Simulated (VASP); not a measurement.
# TiTe2 (P-3m1) in VASP: a series of runs

The runs below take TiTe2 through relaxation of cell and atoms, with LDA.

Program: VASP 6.6.1. These are calculated values, not measurements. Logs are shortened: lines on timing, memory, paths and dates and some standing lists are left out, and cuts for length are marked.

## (1) The cell of the first run

It takes space group P-3m1 (No. 164, trigonal). The conventional cell has a = 3.666 Å, b = 3.666 Å, c = 6.340 Å, α = 90.00°, β = 90.00°, γ = 120.00°. Within 3.7 Å of Ti (site symmetry -3m) lie 6 Te at 2.72 Å and 6 Ti at 3.67 Å. Te (site symmetry 3m) has 3 Ti at 2.72 Å and 9 Te at 3.61 to 3.67 Å within 3.7 Å.

## (2) Relaxation of cell and atoms, LDA

Contents of INCAR:

```
SYSTEM = TiTe2
ALGO = Normal
EDIFF = 1E-6
EDIFFG = -0.001
ENCUT = 600
GGA = CA
IBRION = 2
ISIF = 3
ISMEAR = -1
LASPH = .True.
LCHARG = .False.
LREAL = .False.
LWAVE = .False.
NELM = 80
NSW = 80
PREC = Accurate
SIGMA = 0.15
```

Contents of KPOINTS:

```
k-points
0
Gamma
  15 15 8
  0 0 0
```

Contents of POSCAR:

```
TiTe2
1.0
    3.6657233420      0.0000000000      0.0000000000
   -1.8328616710      3.1746095374      0.0000000000
    0.0000000000      0.0000000000      6.3401448739
Ti Te
1 2
Direct
    0.0000000000      0.0000000000      0.0000000000
    0.6666666667      0.3333333333      0.2691314649
    0.3333333333      0.6666666667      0.7308685351
```

Potentials or basis: VASP PAW LDA potentials, release 64 (Ti_sv, Te).

Launch:

```
$ cat potpaw_LDA.64/Ti_sv/POTCAR potpaw_LDA.64/Te/POTCAR > POTCAR
$ mpirun -np 1 vasp_std > vasp.out
```

OUTCAR:

```text
SYSTEM = TiTe2
   EDIFF = 1E-6
   EDIFFG = -0.001
   ENCUT = 600
   GGA = CA
   IBRION = 2
   ISIF = 3
   ISMEAR = -1
   LASPH = .True.
   LREAL = .False.
   NELM = 80
   NSW = 80
   PREC = Accurate

 ion  position               nearest neighbor table
   1  0.000  0.000  0.000-   2 2.72   3 2.72   3 2.72   2 2.72   2 2.72   3 2.72
   2  0.667  0.333  0.269-   1 2.72   1 2.72   1 2.72   3 3.61   3 3.61   3 3.61
   3  0.333  0.667  0.731-   1 2.72   1 2.72   1 2.72   2 3.61   2 3.61   2 3.61

  LATTYP: Found a hexagonal cell.
 ALAT       =     3.6657233420
 C/A-ratio  =     1.7295753886

  Lattice vectors:

 A1 = (   3.6657233420,   0.0000000000,   0.0000000000)
 A2 = (  -1.8328616710,   3.1746095374,   0.0000000000)
 A3 = (   0.0000000000,   0.0000000000,   6.3401448739)

Analysis of symmetry for initial positions (statically):
=====================================================================
 Subroutine PRICEL returns:
 Original cell was already a primitive cell.

 Routine SETGRP: Setting up the symmetry group for a
 hexagonal supercell.

 Subroutine GETGRP returns: Found 12 space group operations
 (whereof 12 operations were pure point group operations)
 out of a pool of 24 trial point group operations.

The static configuration has the point symmetry D_3d.

Analysis of symmetry for dynamics (positions and initial velocities):
=====================================================================
 Subroutine PRICEL returns:
 Original cell was already a primitive cell.

 Routine SETGRP: Setting up the symmetry group for a
 hexagonal supercell.

 Subroutine GETGRP returns: Found 12 space group operations
 (whereof 12 operations were pure point group operations)
 out of a pool of 24 trial point group operations.

The dynamic configuration has the point symmetry D_3d.

 Subroutine INISYM returns: Found 12 space group operations
 (whereof 12 operations are pure point group operations),
 and found     1 'primitive' translations

----------------------------------------------------------------------------------------

                                     Primitive cell

  volume of cell :      73.7818

  direct lattice vectors                    reciprocal lattice vectors
     3.665723342  0.000000000  0.000000000     0.272797455  0.157499684  0.000000000
    -1.832861671  3.174609537  0.000000000     0.000000000  0.314999369  0.000000000
     0.000000000  0.000000000  6.340144874     0.000000000  0.000000000  0.157725102

  length of vectors
     3.665723342  3.665723342  6.340144874     0.314999369  0.314999369  0.157725102

  position of ions in fractional coordinates (direct lattice)
     0.000000000  0.000000000  0.000000000
     0.666666667  0.333333333  0.269131465
     0.333333333  0.666666667  0.730868535

  ion indices of the primitive-cell ions
   primitive index   ion index
                 1           1
                 2           2
                 3           3

----------------------------------------------------------------------------------------

 KPOINTS: k-points

Automatic generation of k-mesh.
 Grid dimensions read from file:
 generate k-points for:   15   15    8

 Generating k-lattice:

  Cartesian coordinates                     Fractional coordinates (reciprocal lattice)
     0.018186497  0.010499979  0.000000000     0.066666667  0.000000000  0.000000000
     0.000000000  0.020999958  0.000000000     0.000000000  0.066666667  0.000000000
     0.000000000  0.000000000  0.019715638     0.000000000  0.000000000  0.125000000

  Length of vectors
     0.020999958  0.020999958  0.019715638

  Shift w.r.t. Gamma in fractional coordinates (k-lattice)
     0.000000000  0.000000000  0.000000000

 Subroutine IBZKPT returns following result:
 ===========================================

 Found    192 irreducible k-points:

 Following reciprocal coordinates:
            Coordinates               Weight
  0.000000  0.000000  0.000000      1.000000
  0.066667  0.000000  0.000000      6.000000
  0.133333  0.000000  0.000000      6.000000
  0.200000  0.000000  0.000000      6.000000
  0.266667  0.000000  0.000000      6.000000
  0.333333 -0.000000  0.000000      6.000000
[... 16 lines left out ...]
  0.333333  0.200000  0.000000     12.000000
  0.400000  0.200000  0.000000      6.000000
 [... further k-points ...]
   k-points           NKPTS =    192   k-points in BZ     NKDIM =    192   number of bands    NBANDS=     16
   number of dos      NEDOS =    301   number of ions     NIONS =      3
   total plane-waves  NPLWV =  48600
   dimension x,y,z NGX =    30 NGY =   30 NGZ =   54
   dimension x,y,z NGXF=    60 NGYF=   60 NGZF=  108
   ions per type =               1   2
   NGX,Y,Z   is equivalent  to a cutoff of  13.61, 13.61, 14.16 a.u.
   NGXF,Y,Z  is equivalent  to a cutoff of  27.21, 27.21, 28.32 a.u.
 SYSTEM =  TiTe2
   PREC   = accura    normal or accurate (medium, high low for compatibility)
   ISTART =      0    job   : 0-new  1-cont  2-samecut
   ICHARG =      2    charge: 1-file 2-atom 10-const
   ISPIN  =      1    spin polarized calculation?
   LNONCOLLINEAR =      F non collinear calculations
   LSORBIT =      F    spin-orbit coupling
   LASPH  =      T    aspherical Exc in radial PAW
   ENCUT  =  600.0 eV  44.10 Ry    6.64 a.u.   7.32  7.32 12.66*2*pi/ulx,y,z
   NELM   =     80;   NELMIN=  2; NELMDL= -5     # of ELM steps
   EDIFF  = 0.1E-05   stopping-criterion for ELM
   LREAL  =      F    real-space projection
   EDIFFG = -.1E-02   stopping-criterion for IOM
   NSW    =     80    number of steps for IOM
   IBRION =      2    ionic relax: 0-MD 1-quasi-New 2-CG
   NFREE  =      1    steps in history (QN), initial steepest desc. (CG)
   ISIF   =      3    stress and relaxation
   ISYM   =      2    0-nonsym 1-usesym 2-fastsym
   POTIM  = 0.5000    time-step for ionic-motion
   TEBEG  =    0.0;   TEEND  =   0.0 temperature during run
   PSTRESS=    0.0 pullay stress
   NELECT =      24.0000    total number of electrons
   NUPDOWN=      -1.0000    fix difference up-down
   EMIN   =  10.00;   EMAX   =-10.00  energy-range for DOS
   EFERMI =   0.00;   METHOD = LEGACY
   ISMEAR =    -1;   SIGMA  =   0.15  broadening in eV -4-tet -1-fermi 0-gaus
   EFERMI_NEDOS =   21; number of points for ismear=-14 and -15
   IALGO  =     38    algorithm
   IMIX   =      4    mixing-type and parameters
     AMIX     =   0.40;   BMIX     =  1.00
     AMIX_MAG =   1.60;   BMIX_MAG =  1.00
  volume/ion in A,a.u.               =      24.59       165.97
  Fermi-wavevector in a.u.,A,eV,Ry     =   1.125889  2.127621 17.247095  1.267626
  Thomas-Fermi vector in A             =   2.262568
   LORBIT       =      0    0 simple, 1 ext, 2 COOP (PROOUT), +10 PAW based schemes
   GGA     = CA    functional components
   LHFCALC =     F    Hartree Fock is set to
   AEXX    =    0.0000 exact exchange contribution
   IVDW    =     0    specifies the selected vdW correction
   LEPSILON=     F    determine dielectric tensor
   LRPA    =     F    only Hartree local field effects (RPA)
 conjugate gradient relaxation of ions
 non-spin polarized calculation
  energy-cutoff  :      600.00
  volume of cell :       73.78
 maximum number of plane-waves:      2503
 NGX is ok and might be reduce to    30
   NGX = 15   NGY = 15   NGZ = 25

--------------------------------------- Ionic step        1  -------------------------------------------

 number of electron      23.9999996 magnetization

 Free energy of the ion-electron system (eV)
  ---------------------------------------------------
  ext. energy  EPLUGINS =         0.00000000
  ---------------------------------------------------
  free energy    TOTEN  =       -18.39720646 eV

  energy without entropy =      -18.28590547  energy(sigma->0) =      -18.34155596

------------------------ aborting loop because EDIFF is reached ----------------------------------------

  FORCE on cell =-STRESS in cart. coord.  units (eV):
  Direction    XX          YY          ZZ          XY          YZ          ZX
  --------------------------------------------------------------------------------------
  -------------------------------------------------------------------------------------
  Total        0.0303591      0.0303591      0.0367533      0.0000000      0.0000000      0.0000000
  in kB        0.6592510      0.6592510      0.7981016      0.0000000      0.0000000      0.0000000
  external PRESSURE =       0.7055345 kB  Pullay stress =       0.0000000 kB
[... 92 lines left out ...]
  FREE ENERGIE OF THE ION-ELECTRON SYSTEM (eV)
  ---------------------------------------------------
  free  energy   TOTEN  =       -18.3974145025 eV

  energy  without entropy=      -18.2856209132  energy(sigma->0) =      -18.34151771

[... ionic steps 4 to 20 ...]

--------------------------------------- Ionic step       21  -------------------------------------------

 number of electron      23.9999996 magnetization

------------------------ aborting loop because EDIFF is reached ----------------------------------------

  FORCE on cell =-STRESS in cart. coord.  units (eV):
  Direction    XX          YY          ZZ          XY          YZ          ZX
  --------------------------------------------------------------------------------------
  -------------------------------------------------------------------------------------
  Total        0.0038008      0.0038008      0.0036260      0.0000000     -0.0000000      0.0000000
  in kB        0.0824824      0.0824824      0.0786884      0.0000000     -0.0000000      0.0000000
  external PRESSURE =       0.0812178 kB  Pullay stress =       0.0000000 kB
[... 59 lines left out ...]
  energy  without entropy=      -18.2856678397  energy(sigma->0) =      -18.34155302

--------------------------------------- Ionic step       23  -------------------------------------------

 number of electron      23.9999996 magnetization

 Free energy of the ion-electron system (eV)
  ---------------------------------------------------
  ext. energy  EPLUGINS =         0.00000000
  ---------------------------------------------------
  free energy    TOTEN  =       -18.39743812 eV

  energy without entropy =      -18.28567597  energy(sigma->0) =      -18.34155705

 E-fermi :   7.6827     XC(G=0): -10.4881

 val. band max:        7.6781047197   @ k =   0.1333   0.0000   0.0000
 cond. band min:       7.6827319859   @ k =   0.0667   0.0000   0.3750
 fundamental gap:      0.0046272661
 Fermi energy:         7.6826829477

 k-point     1 :       0.0000    0.0000    0.0000
  band No.  band energies     occupation
      1     -48.8429      2.00000
      2     -25.4993      2.00000
      3     -25.4993      2.00000
      4     -25.4794      2.00000
      5      -5.1976      2.00000
      6      -3.4391      2.00000
[... 8 lines left out ...]
     15       9.0626      0.00020
     16      10.9606      0.00000
[... 420 lines left out ...]
  band No.  band energies     occupation
      1     -48.8374      2.00000
      2     -25.5547      2.00000
      3     -25.5275      2.00000
      4     -25.4627      2.00000
      5      -2.9896      2.00000
      6      -2.7963      2.00000
[... 8 lines left out ...]
     15       9.3113      0.00004
     16      10.1242      0.00000

 [... further k-points ...]

------------------------ aborting loop because EDIFF is reached ----------------------------------------

  FORCE on cell =-STRESS in cart. coord.  units (eV):
  Direction    XX          YY          ZZ          XY          YZ          ZX
  --------------------------------------------------------------------------------------
  -------------------------------------------------------------------------------------
  Total        0.0029220      0.0029220      0.0020920      0.0000000     -0.0000000      0.0000000
  in kB        0.0634048      0.0634048      0.0453946      0.0000000     -0.0000000      0.0000000
  external PRESSURE =       0.0574014 kB  Pullay stress =       0.0000000 kB
[... 18 lines left out ...]
  FREE ENERGIE OF THE ION-ELECTRON SYSTEM (eV)
  ---------------------------------------------------
  free  energy   TOTEN  =       -18.3974381249 eV

  energy  without entropy=      -18.2856759692  energy(sigma->0) =      -18.34155705

 reached required accuracy - stopping structural energy minimisation
```

Run time: 37 min. Hardware: 1 thread of Intel Xeon Platinum 8259CL at 2.50GHz (Skylake/Cascade Lake), shared host; peak memory 0.42 GiB.

Results:

- Free energy: -18.3974 eV
- Relaxed volume: 24.61 Å³/atom
- Relaxed cell: a = 3.668 Å, b = 3.668 Å, c = 6.337 Å, α = 90.00°, β = 90.00°, γ = 120.00°
- Space group after relaxing (to 0.1 Å): P-3m1 (No. 164)
- Energy gained by relaxing: 0.1 meV/atom
- Ionic steps: 23
- Pressure after relaxing: 0.0 GPa
- Band gap on the k mesh: zero (bands 12 and 13 overlap by 0.84 eV)

Step by step:
```tsv
step	energy change (eV)	largest force (eV/Å)	pressure (GPa)	volume (Å³)
1	0.0000	0.0491	0.07	73.78
2	-0.0002	0.0088	0.00	73.90
3	-0.0002	0.0054	0.00	73.91
4	-0.0002	0.0010	-0.02	73.93
5	-0.0002	0.0027	-0.05	73.92
6	-0.0002	0.0041	-0.05	73.91
7	-0.0002	0.0062	-0.01	73.85
8	-0.0002	0.0088	0.06	73.78
9	-0.0002	0.0076	0.06	73.81
10	-0.0002	0.0068	0.04	73.83
11	-0.0002	0.0065	0.03	73.84
12	-0.0002	0.0014	0.00	73.84
13	-0.0002	0.0021	0.00	73.84
14	-0.0002	0.0035	0.01	73.84
15	-0.0002	0.0023	-0.02	73.84
16	-0.0002	0.0021	-0.02	73.84
17	-0.0002	0.0021	0.00	73.81
18	-0.0002	0.0022	0.00	73.82
19	-0.0002	0.0023	0.00	73.82
20	-0.0002	0.0023	0.00	73.83
21	-0.0002	0.0005	0.01	73.83
22	-0.0002	0.0000	0.01	73.83
23	-0.0002	0.0000	0.01	73.84
```

Final structure:
```yaml
crystal:
  lattice:
    - [3.66800, 0.00000, 0.00000]
    - [-1.83400, 3.17659, 0.00000]
    - [0.00000, 0.00000, 6.33690]
  atoms:
    - { symbol: Ti, position: [0.00000, 0.00000, 0.00000] }
    - { symbol: Te, position: [0.66667, 0.33333, 0.26981] }
    - { symbol: Te, position: [0.33333, 0.66667, 0.73019] }
```

Caveat: spin-orbit coupling is left out, which moves the levels of the heavy elements.

## (3) Relaxation of cell and atoms, LDA

This run uses another cell than the first one, of 26.76 Å³/atom.

Contents of INCAR:

```
ALGO = Normal
EDIFF = 1E-6
EDIFFG = -0.005
ENCUT = 600
IBRION = 2
ISIF = 3
ISMEAR = 0
LASPH = True
LCHARG = False
LREAL = False
LWAVE = False
NELM = 80
NSW = 100
PREC = Accurate
SIGMA = 0.1
```

Contents of KPOINTS:

```
k-points
0
Gamma
  15 15 8
```

Contents of POSCAR:

```
TiTe2
1.0
    3.7770000000      0.0000000000      0.0000000000
   -1.8885000000      3.2709779501      0.0000000000
    0.0000000000      0.0000000000      6.4980000000
Ti Te
1 2
Direct
    0.0000000000      0.0000000000      0.0000000000
    0.6666666667      0.3333333333      0.2628000000
    0.3333333333      0.6666666667      0.7372000000
```

Potentials or basis: VASP PAW LDA potentials, release 64 (Ti_sv, Te).

Launch:

```
$ cat potpaw_LDA.64/Ti_sv/POTCAR potpaw_LDA.64/Te/POTCAR > POTCAR
$ mpirun -np 1 vasp_std > vasp.out
```

It took 34 min on 1 thread of Intel Xeon Platinum 8259CL at 2.50GHz (Skylake/Cascade Lake), shared host; peak memory 0.44 GiB.

It converged, with:

```
Free energy                           : -18.3473 eV
Relaxed volume                        : 24.58 Å³/atom
Relaxed cell                          : a = 3.667 Å, b = 3.667 Å, c = 6.333 Å, α = 90.00°, β = 90.00°, γ = 120.00°
Space group after relaxing (to 0.1 Å) : P-3m1 (No. 164)
Energy gained by relaxing             : 25.4 meV/atom
Ionic steps                           : 10
Pressure after relaxing               : 0.0 GPa
Largest force after relaxing          : 0.003 eV/Å
Band gap on the k mesh                : zero (bands 12 and 13 overlap by 0.83 eV)
```

Forces on the atoms (eV/Å):
```
Ti   0.000  0.000  0.000
Te   0.000  0.000 -0.003
Te   0.000  0.000  0.003
```

Step by step:
```csv
step,energy change (eV),largest force (eV/Å),pressure (GPa),volume (Å³)
1,0.0000,0.2657,-4.01,80.28
2,-0.0245,0.7480,3.47,72.74
3,-0.0604,0.2784,-0.12,75.88
4,-0.0682,0.1932,-0.12,75.35
5,-0.0729,0.0570,-0.06,74.52
6,-0.0743,0.0469,-0.03,74.31
7,-0.0763,0.0123,0.09,73.68
8,-0.0763,0.0106,0.10,73.65
9,-0.0761,0.0375,-0.26,73.95
10,-0.0763,0.0033,0.00,73.74
```

Final structure:
```
CELL_PARAMETERS angstrom
3.66668 0.00000 0.00000
-1.83334 3.17544 0.00000
0.00000 0.00000 6.33307
ATOMIC_POSITIONS crystal
Ti 0.00000 0.00000 0.00000
Te 0.66667 0.33333 0.26985
Te 0.33333 0.66667 0.73015
```

Levels at points of the mesh, in eV from the Fermi level:
| k point | band 9 | band 10 | band 11 | band 12 | band 13 | band 14 | band 15 | band 16 |
| --- | --- | --- | --- | --- | --- | --- | --- | --- |
| (0.00, 0.00, 0.00) | -1.65 | 0.21 | 0.42 | 0.42 | 0.78 | 1.35 | 1.35 | 3.24 |
| (0.00, 0.00, 0.50) | -1.55 | -1.55 | 0.41 | 0.41 | 0.92 | 0.92 | 1.13 | 3.83 |

Caveat: spin-orbit coupling is left out, which moves the levels of the heavy elements. LDA usually gives volumes a few per cent too small.
